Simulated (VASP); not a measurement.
# RbReB2 (P4mm) in VASP: a series of runs, part 2 of 2

VASP 6.6.1. The steps go on from the part before.

## 4. Relaxation of cell and atoms, PBE

INCAR reads:

```
SYSTEM = RbReB2
PREC     = Accurate       ! precision mode
ENCUT    = 600            ! plane-wave cutoff, eV
EDIFF    = 1E-6           ! SCF threshold, eV
ISMEAR   = 0              ! smearing method
SIGMA    = 0.1            ! smearing width, eV
LREAL    = .FALSE.        ! projectors in reciprocal space
LASPH    = .TRUE.         ! aspherical terms in the spheres
NELM     = 100            ! most SCF steps
ALGO     = Normal         ! electronic algorithm
ISIF     = 3              ! what is computed and relaxed
LWAVE    = .FALSE.        ! write WAVECAR
LCHARG   = .FALSE.        ! write CHGCAR
GGA      = PE             ! functional
IBRION   = 2              ! ionic algorithm
NSW      = 90             ! ionic steps
EDIFFG   = -0.04          ! ionic threshold
```

KPOINTS reads:

```
regular mesh
0
G
  4 4 4
  0 0 0
```

POSCAR reads:

```
RbReB2
1.0
    4.0598134400      0.0000000000      0.0000000000
    0.0000000000      4.0598134400      0.0000000000
    0.0000000000      0.0000000000      4.9849461500
Rb Re B
1 1 2
Direct
    0.0000000000      0.0000000000      0.4662092800
    0.0000000000      0.0000000000      0.9926794100
    0.0000000000      0.5000000000      0.8496069600
    0.5000000000      0.0000000000      0.8496069600
```

Potentials or basis: VASP PAW PBE potentials, release 64 (Rb_sv, Re, B).

On the command line:

```sh
> cat potpaw_PBE.64/Rb_sv/POTCAR potpaw_PBE.64/Re/POTCAR potpaw_PBE.64/B/POTCAR > POTCAR
> mpirun -np 1 vasp_std > vasp.out
```

OUTCAR:

```text
SYSTEM = RbReB2
   PREC = Accurate
   ENCUT = 600
   EDIFF = 1E-6
   ISMEAR = 0
   LREAL = .FALSE.
   LASPH = .TRUE.
   NELM = 100
   ISIF = 3
   GGA = PE
   IBRION = 2
   NSW = 90
   EDIFFG = -0.04

 ion  position               nearest neighbor table
   1  0.000  0.000  0.466-   2 2.36   2 2.62   3 2.79   4 2.79   3 2.79   4 2.79   3 3.68   3 3.68
                             4 3.68   4 3.68
   2  0.000  0.000  0.993-   3 2.15   4 2.15   3 2.15   4 2.15   1 2.36   1 2.62
   3  0.000  0.500  0.850-   2 2.15   2 2.15   1 2.79   1 2.79   1 3.68   1 3.68
   4  0.500  0.000  0.850-   2 2.15   2 2.15   1 2.79   1 2.79   1 3.68   1 3.68

  LATTYP: Found a simple tetragonal cell.
 ALAT       =     4.0598134400
 C/A-ratio  =     1.2278756706

  Lattice vectors:

 A1 = (   4.0598134400,   0.0000000000,   0.0000000000)
 A2 = (   0.0000000000,   4.0598134400,   0.0000000000)
 A3 = (   0.0000000000,   0.0000000000,   4.9849461500)

Analysis of symmetry for initial positions (statically):
=====================================================================
 Subroutine PRICEL returns:
 Original cell was already a primitive cell.

 Routine SETGRP: Setting up the symmetry group for a
 simple tetragonal supercell.

 Subroutine GETGRP returns: Found  8 space group operations
 (whereof  8 operations were pure point group operations)
 out of a pool of 16 trial point group operations.

The static configuration has the point symmetry C_4v.

Analysis of symmetry for dynamics (positions and initial velocities):
=====================================================================
 Subroutine PRICEL returns:
 Original cell was already a primitive cell.

 Routine SETGRP: Setting up the symmetry group for a
 simple tetragonal supercell.

 Subroutine GETGRP returns: Found  8 space group operations
 (whereof  8 operations were pure point group operations)
 out of a pool of 16 trial point group operations.

The dynamic configuration has the point symmetry C_4v.

 Subroutine INISYM returns: Found  8 space group operations
[... 122 lines left out ...]
   IVDW    =     0    specifies the selected vdW correction
   LEPSILON=     F    determine dielectric tensor
   LRPA    =     F    only Hartree local field effects (RPA)
 conjugate gradient relaxation of ions
 non-spin polarized calculation
 Gauss-broadening in eV      SIGMA  =   0.10
  energy-cutoff  :      600.00
  volume of cell :       82.16
 maximum number of plane-waves:      2764
   NGX = 17   NGY = 17   NGZ = 19

--------------------------------------- Ionic step        1  -------------------------------------------

 number of electron      21.9999999 magnetization

 Free energy of the ion-electron system (eV)
  ---------------------------------------------------
  ext. energy  EPLUGINS =         0.00000000
  ---------------------------------------------------
  free energy    TOTEN  =       -18.92411485 eV

  energy without entropy =      -18.90936771  energy(sigma->0) =      -18.91674128

------------------------ aborting loop because EDIFF is reached ----------------------------------------

  FORCE on cell =-STRESS in cart. coord.  units (eV):
  Direction    XX          YY          ZZ          XY          YZ          ZX
  --------------------------------------------------------------------------------------
  -------------------------------------------------------------------------------------
  Total       -4.2964505     -4.2964505     19.5291662      0.0000000      0.0000000      0.0000000
  in kB      -83.7814300    -83.7814300    380.8216755      0.0000000      0.0000000      0.0000000
  external PRESSURE =      71.0862718 kB  Pullay stress =       0.0000000 kB
[... 95 lines left out ...]
  FREE ENERGIE OF THE ION-ELECTRON SYSTEM (eV)
  ---------------------------------------------------
  free  energy   TOTEN  =       -21.8490724696 eV

  energy  without entropy=      -21.8393968209  energy(sigma->0) =      -21.84423465

[... ionic steps 4 to 12 ...]

--------------------------------------- Ionic step       13  -------------------------------------------

 number of electron      22.0000003 magnetization

------------------------ aborting loop because EDIFF is reached ----------------------------------------
[... 71 lines left out ...]
--------------------------------------- Ionic step       15  -------------------------------------------

 number of electron      22.0000004 magnetization

 Free energy of the ion-electron system (eV)
  ---------------------------------------------------
  ext. energy  EPLUGINS =         0.00000000
  ---------------------------------------------------
  free energy    TOTEN  =       -22.75428302 eV

  energy without entropy =      -22.74614054  energy(sigma->0) =      -22.75021178

 E-fermi :   1.8888     XC(G=0):  -8.2644

 val. band max:        1.8546112777   @ k =   0.5000   0.0000   0.5000
 cond. band min:       1.9941735618   @ k =   0.2500   0.2500   0.0000
 fundamental gap:      0.1395622841
 Fermi energy:         1.8887746727

 k-point     1 :       0.0000    0.0000    0.0000
  band No.  band energies     occupation
      1     -26.7292      2.00000
      2     -10.7214      2.00000
      3     -10.6351      2.00000
      4     -10.6351      2.00000
      5      -7.1229      2.00000
      6      -4.0176      2.00000
      7      -1.5831      2.00000
      8      -0.9758      2.00000
      9      -0.9758      2.00000
     10       0.8882      2.00000
     11       1.7151      1.98597
     12       2.1427      0.00033
     13       3.1476      0.00000
     14       4.0519      0.00000
[... 336 lines left out ...]
  FREE ENERGIE OF THE ION-ELECTRON SYSTEM (eV)
  ---------------------------------------------------
  free  energy   TOTEN  =       -22.7542830154 eV

  energy  without entropy=      -22.7461405442  energy(sigma->0) =      -22.75021178

 reached required accuracy - stopping structural energy minimisation
```

OSZICAR:

```text
N       E                     dE             d eps       ncg     rms          rms(c)
DAV:   1     0.101186291216E+03    0.10119E+03   -0.10893E+04   817   0.152E+03
DAV:   2    -0.130170400399E+02   -0.11420E+03   -0.11209E+03   971   0.297E+02
DAV:   3    -0.203758134144E+02   -0.73588E+01   -0.72818E+01   919   0.776E+01
[... 141 lines left out ...]
DAV:   1    -0.227539238325E+02   -0.24560E-04   -0.13094E-01   616   0.282E+00    0.114E-01
DAV:   2    -0.227542984026E+02   -0.37457E-03   -0.46830E-03   818   0.617E-01    0.402E-02
DAV:   3    -0.227542878535E+02    0.10549E-04   -0.14894E-04   884   0.132E-01    0.477E-02
DAV:   4    -0.227542827167E+02    0.51369E-05   -0.18126E-05   925   0.557E-02    0.413E-02
DAV:   5    -0.227542830154E+02   -0.29871E-06   -0.32764E-06   665   0.255E-02
  15 F= -.22754283E+02 E0= -.22750212E+02  d E =-.383816E-03
```

Run time: 7.3 min. Hardware: 1 thread of Oxide Virtual Turin-like, shared host; peak memory 0.2 GiB.

Results:

```yaml
Free_energy: -22.7543 eV
Relaxed_volume: 25.44 Å³/atom
Relaxed_cell: a = 3.783 Å, b = 3.783 Å, c = 7.112 Å, α = 90.00°, β = 90.00°, γ = 90.00°
Space_group_after_relaxing_to_0.05_Å: P4mm (No. 99)
Energy_gained_by_relaxing: 957.5 meV/atom
Ionic_steps: 15
Pressure_after_relaxing: -0.1 GPa
Largest_force_after_relaxing: 0.011 eV/Å
Band_gap_on_the_k_mesh: zero (band 11 reaches 1.99 eV, above the bottom of band 12 at 1.14 eV)
```

Forces in eV/Å, atoms in the order of the input:
```
Rb   0.000  0.000  0.011
Re   0.000  0.000 -0.007
B    0.000  0.000 -0.002
B    0.000  0.000 -0.002
```

Step by step:
```csv
step,energy change (eV),largest force (eV/Å),pressure (GPa),volume (Å³)
1,0.0000,4.6181,7.11,82.16
2,-2.9251,4.5224,8.81,91.27
3,-2.9250,4.5271,8.83,91.27
4,-3.4238,3.0398,-7.19,113.09
5,-3.6791,0.4514,-3.03,104.86
6,-3.6802,0.3143,-2.77,104.45
7,-3.8205,0.4225,-0.92,103.20
8,-3.8204,0.4211,-0.95,103.22
9,-3.8176,0.6913,0.96,101.22
10,-3.8256,0.1462,-0.12,102.33
11,-3.8273,0.1241,0.00,101.92
12,-3.8285,0.0852,0.21,101.24
13,-3.8296,0.0986,0.01,101.52
14,-3.8298,0.1242,-0.17,101.78
15,-3.8302,0.0107,-0.06,101.78
```

Final structure:
```
Rb Re B
1.0
     3.78282    0.00000    0.00000
     0.00000    3.78282    0.00000
     0.00000    0.00000    7.11235
Rb Re B
1 1 2
Direct
  0.00000 0.00000 0.46260
  0.00000 0.00000 0.96317
  0.00000 0.50000 0.86616
  0.50000 0.00000 0.86616
```

Caveat: the k points lie up to 0.42 Å⁻¹ apart in the final cell; the volume moved by over 15 % at a fixed basis, so the end points are rough; spin-orbit coupling is left out, which moves the levels of the heavy elements.

## 5. Single point, PBE, collinear spin, ferromagnetic start

This run uses another cell than the first one, of 25.41 Å³/atom, 1.237 times its volume.

INCAR reads:

```
PREC = Accurate
ENCUT = 520
EDIFF = 1E-7
ISMEAR = 0
SIGMA = 0.1
LREAL = False
LASPH = True
NELM = 150
ALGO = Normal
ISIF = 2
LWAVE = False
LCHARG = True
ISPIN = 2
MAGMOM = 0 1 0 0
LORBIT = 11
LMAXMIX = 4
GGA = PE
LELF = True
LVHAR = True
NBANDS = 23
```

KPOINTS reads:

```
Automatic mesh
0
Gamma
  4 4 4
```

POSCAR reads:

```
RbReB2
1.0
    3.7721092162      0.0000000000      0.0000000000
    0.0000000000      3.7721092162      0.0000000000
    0.0000000000      0.0000000000      7.1420134885
Rb Re B
1 1 2
Direct
    0.0000000000      0.0000000000      0.4632290873
    0.0000000000      0.0000000000      0.9626275512
    0.0000000000      0.5000000000      0.8661229857
    0.5000000000      0.0000000000      0.8661229857
```

Potentials or basis: VASP PAW PBE potentials, release 64 (Rb_sv, Re, B).

On the command line:

```sh
> cat potpaw_PBE.64/Rb_sv/POTCAR potpaw_PBE.64/Re/POTCAR potpaw_PBE.64/B/POTCAR > POTCAR
> mpirun -np 1 vasp_std > vasp.out
```

OUTCAR:

```text
PREC = Accurate
   ENCUT = 520
   EDIFF = 1E-7
   ISMEAR = 0
   LREAL = False
   LASPH = True
   NELM = 150
   ISIF = 2
   ISPIN = 2
   LORBIT = 11
   GGA = PE

 ion  position               nearest neighbor table
   1  0.000  0.000  0.463-   3 3.44   4 3.44   3 3.44   4 3.44   2 3.57   2 3.58
   2  0.000  0.000  0.963-   3 2.01   4 2.01   3 2.01   4 2.01   1 3.57   1 3.58
   3  0.000  0.500  0.866-   2 2.01   2 2.01   1 3.44   1 3.44
   4  0.500  0.000  0.866-   2 2.01   2 2.01   1 3.44   1 3.44

  LATTYP: Found a simple tetragonal cell.
 ALAT       =     3.7721092162
 C/A-ratio  =     1.8933739929

  Lattice vectors:

 A1 = (   3.7721092162,   0.0000000000,   0.0000000000)
 A2 = (   0.0000000000,   3.7721092162,   0.0000000000)
 A3 = (   0.0000000000,   0.0000000000,   7.1420134885)

Analysis of symmetry for initial positions (statically):
=====================================================================
 Subroutine PRICEL returns:
 Original cell was already a primitive cell.

 Routine SETGRP: Setting up the symmetry group for a
 simple tetragonal supercell.

 Subroutine GETGRP returns: Found  8 space group operations
 (whereof  8 operations were pure point group operations)
 out of a pool of 16 trial point group operations.

The static configuration has the point symmetry C_4v.

Analysis of symmetry for dynamics (positions and initial velocities):
=====================================================================
 Subroutine PRICEL returns:
 Original cell was already a primitive cell.

 Routine SETGRP: Setting up the symmetry group for a
 simple tetragonal supercell.

 Subroutine GETGRP returns: Found  8 space group operations
 (whereof  8 operations were pure point group operations)
 out of a pool of 16 trial point group operations.

The dynamic configuration has the point symmetry C_4v.

[... 152 lines left out ...]
  ---------------------------------------------------
  free energy    TOTEN  =       -22.76250617 eV

  energy without entropy =      -22.75437180  energy(sigma->0) =      -22.75843899

 E-fermi :   1.9043     XC(G=0):  -8.2687

 val. band max:        1.8763659025   @ k =   0.5000   0.0000   0.5000
 cond. band min:       2.0076854127   @ k =   0.2500   0.2500   0.0000
 fundamental gap:      0.1313195102
 Fermi energy:         1.9042968903

 spin component 1

 k-point     1 :       0.0000    0.0000    0.0000
  band No.  band energies     occupation
      1     -26.7476      1.00000
      2     -10.7353      1.00000
      3     -10.6464      1.00000
      4     -10.6464      1.00000
      5      -7.1316      1.00000
      6      -4.0175      1.00000
[... 457 lines left out ...]
     22       9.6667      0.00000
     23       9.6667      0.00000
 Fermi energy:         1.9042968903

 spin component 2

 k-point     1 :       0.0000    0.0000    0.0000
  band No.  band energies     occupation
      1     -26.7476      1.00000
      2     -10.7353      1.00000
      3     -10.6464      1.00000
      4     -10.6464      1.00000
      5      -7.1316      1.00000
      6      -4.0175      1.00000
[... 457 lines left out ...]
     22       9.6667      0.00000
     23       9.6667      0.00000

------------------------ aborting loop because EDIFF is reached ----------------------------------------

  FORCE on cell =-STRESS in cart. coord.  units (eV):
  Direction    XX          YY          ZZ          XY          YZ          ZX
  --------------------------------------------------------------------------------------
  -------------------------------------------------------------------------------------
  Total        0.2850158      0.2850158      0.1581055      0.0000000      0.0000000      0.0000000
  in kB        4.4935581      4.4935581      2.4926900      0.0000000      0.0000000      0.0000000
  external PRESSURE =       3.8266021 kB  Pullay stress =       0.0000000 kB

 VOLUME and BASIS-vectors are now :
 -----------------------------------------------------------------------------
  energy-cutoff  :      520.00
  volume of cell :      101.62
      direct lattice vectors                 reciprocal lattice vectors
     3.772109216  0.000000000  0.000000000     0.265103671  0.000000000  0.000000000
     0.000000000  3.772109216  0.000000000     0.000000000  0.265103671  0.000000000
     0.000000000  0.000000000  7.142013488     0.000000000  0.000000000  0.140016538

 POSITION                                       TOTAL-FORCE (eV/Angst)
 -----------------------------------------------------------------------------------
      0.00000      0.00000      3.30839         0.000000     -0.000000     -0.004702
      0.00000      0.00000      6.87510         0.000000      0.000000      0.152627
      0.00000      1.88605      6.18586         0.000000     -0.000000     -0.073962
      1.88605      0.00000      6.18586        -0.000000     -0.000000     -0.073962
 -----------------------------------------------------------------------------------
    total drift:                               -0.000000     -0.000000      0.000108

  FREE ENERGIE OF THE ION-ELECTRON SYSTEM (eV)
  ---------------------------------------------------
  free  energy   TOTEN  =       -22.7625061705 eV

  energy  without entropy=      -22.7543718014  energy(sigma->0) =      -22.75843899

 total charge

# of ion       s       p       d       tot
------------------------------------------
    1        1.961   5.328   0.025   7.314
    2        0.654   0.531   5.275   6.460
    3        0.789   0.948   0.000   1.737
    4        0.789   0.948   0.000   1.737
--------------------------------------------------
tot          4.192   7.755   5.300  17.247

 magnetization (x)

# of ion       s       p       d       tot
------------------------------------------
    1        0.000   0.000   0.000   0.000
    2        0.000   0.000   0.000   0.000
    3       -0.000  -0.000   0.000  -0.000
    4       -0.000  -0.000   0.000  -0.000
--------------------------------------------------
tot          0.000   0.000   0.000   0.000
```

It took 3 min on 1 thread of Oxide Virtual Turin-like, shared host; peak memory 0.23 GiB.

What came out:

```yaml
Free_energy: -22.7625 eV
Pressure: 0.4 GPa
Largest_force: 0.153 eV/Å
Band_gap_on_the_k_mesh: zero (filled and empty bands overlap)
Net_moment: 0.00 μB per cell
Valence_electrons_inside_the_program's_atomic_spheres: Rb 7.31; Re 6.46; B 1.74
```

Forces in eV/Å, atoms in the order of the input:
```
Rb   0.000  0.000 -0.005
Re   0.000  0.000  0.153
B    0.000  0.000 -0.074
B    0.000  0.000 -0.074
```

Caveat: the k points lie up to 0.42 Å⁻¹ apart; spin-orbit coupling is left out, which moves the levels of the heavy elements.

## 6. Summary

```tsv
task	spin	cell	cutoff (eV)	gap on the mesh (eV)	pressure (GPa)	largest force (eV/Å)
single point	off	a = 4.060, b = 4.060, c = 4.985 Å, 4 atoms	520	none	7.1	4.62
single point	off	a = 3.772, b = 3.772, c = 7.142 Å, 4 atoms	520	none	0.4	0.15
relaxation of cell and atoms	off	relaxed from a = 4.060, b = 4.060, c = 4.985 Å, 4 atoms	600	none	-0.1	0.01
single point	collinear, ferromagnetic start	a = 3.772, b = 3.772, c = 7.142 Å, 4 atoms	520	none	0.4	0.15
```

Alike in all rows: level PBE; potentials or basis VASP PAW PBE potentials, release 64 (Rb_sv, Re, B); k mesh 4 × 4 × 4; smearing gaussian 0.1 eV.

Caveats: all runs use coarse meshes; spin-orbit coupling is left out, which moves the levels of the heavy elements; forces of over 1 eV/Å act on the atoms, so gaps and moduli don't describe the material at rest (some runs); the volume moved by over 15 % at a fixed basis, so the end points are rough (some runs).

Total energies depend on the potentials used, so only differences within one code and one set of settings carry meaning.
